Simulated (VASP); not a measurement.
Set up this calculation in VASP 6.6.1, as the native input.

| Item | Value |
| --- | --- |
| Task | single point |
| Functional | PBE |
| Potentials or basis | VASP PAW PBE potentials, release 64 (Sn_d, Ge_d, N) |
| Cutoff | 520 eV |
| k mesh | 12 × 12 × 4 |
| Occupations | gaussian, width 0.1 eV |
| Spin | no spin polarisation |
| Dipole correction | no |
| Further INCAR settings | ALGO = Normal; EDIFF = 1e-06; NBANDS = 34 |

The structure of SnGe2N2 lies in POSCAR:

```
SnGe2N2
1.0
    3.0954193168      0.0000000000      0.0000000000
   -1.5477096584      2.6807117637      0.0000000000
    0.0000000000      0.0000000000     13.0365815065
Sn Ge N
1 2 2
Direct
    0.0000000000      0.0000000000      0.0000000000
    0.3333333333      0.6666666667      0.5982489566
    0.3333333333      0.6666666667      0.4017510434
    0.6666666667      0.3333333333      0.6479296193
    0.6666666667      0.3333333333      0.3520703807
```

One way to write it, as run:

INCAR

```
PREC = Accurate ; ENCUT = 520
EDIFF = 1E-6 ; ISMEAR = 0
SIGMA = 0.1 ; LREAL = F
LASPH = T ; NELM = 60
ALGO = Normal ; ISIF = 2
LWAVE = F ; LCHARG = F
GGA = PE ; NBANDS = 34
```

KPOINTS

```
regular mesh
0
Gamma
  12 12 4
```

Potentials or basis: VASP PAW PBE potentials, release 64 (Sn_d, Ge_d, N).

Command:

```bash
$ cat potpaw_PBE.64/Sn_d/POTCAR potpaw_PBE.64/Ge_d/POTCAR potpaw_PBE.64/N/POTCAR > POTCAR
$ mpirun -np 1 vasp_std > vasp.out
```

It gave:

```
Pressure               : -0.2 GPa
Largest force          : 0.022 eV/Å
Band gap on the k mesh : zero (bands 26 and 27 overlap by 2.06 eV)
```

Caveat: spin-orbit coupling is left out, which moves the levels of the heavy elements.

Wall time 2.7 min on 1 thread of Intel(R) Xeon(R) Platinum 8488C (Sapphire Rapids), on a shared host, peak memory 0.35 GiB.
